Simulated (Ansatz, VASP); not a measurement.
# One calculation of BiTe, two programs

```
Bi Te
1.0
     2.42271    1.39875    3.31729
    -2.42271    1.39875    3.31729
     0.00000   -2.79750    3.31729
Bi Te
1 1
Direct
  0.55761 0.50000 0.50000
  0.00000 0.00000 0.00000
```

Change from the starting cell: all Bi atoms moved -0.250 Å, as atom 1 towards its neighbour atom 1 (Bi) at 4.339 Å.

Alike in both runs: task single point; functional PBE; k mesh 12 × 12 × 12; occupations gaussian, width 0.15 eV; no spin polarisation.

|  | VASP | Ansatz |
| --- | --- | --- |
| version | VASP 6.6.1 | Ansatz 0.2.0 |
| potentials or method | VASP PAW PBE potentials, release 64 (Bi_d, Te), cutoff 520 eV | scalar-relativistic, plane waves, PAW |
| valence electrons in the cell | 21 | 31 |

Ansatz gave:

| Quantity | Value |
| --- | --- |
| gap on the k mesh at the Fermi level (eV) | none |
| pressure (GPa) | 0.8 |
| traceless stress, the component that is largest in VASP (GPa) | -0.50 |
| rms of the force components (eV/Å) | 0.258 |

Task: What did VASP give for the same quantities?

Result: gap on the k mesh at the Fermi level (eV): none; pressure (GPa): 0.8; traceless stress, the component that is largest in VASP (GPa): -0.50; rms of the force components (eV/Å): 0.260.

Atom by atom the forces differ by 0.002 eV/Å (rms over components). A gap of «none» marks a metal or a gap that the smearing closes. VASP's potentials hold 21 valence electrons a cell and Ansatz's 31, so a difference there can come from the potentials and not from the codes.

Spin-orbit coupling is off throughout.
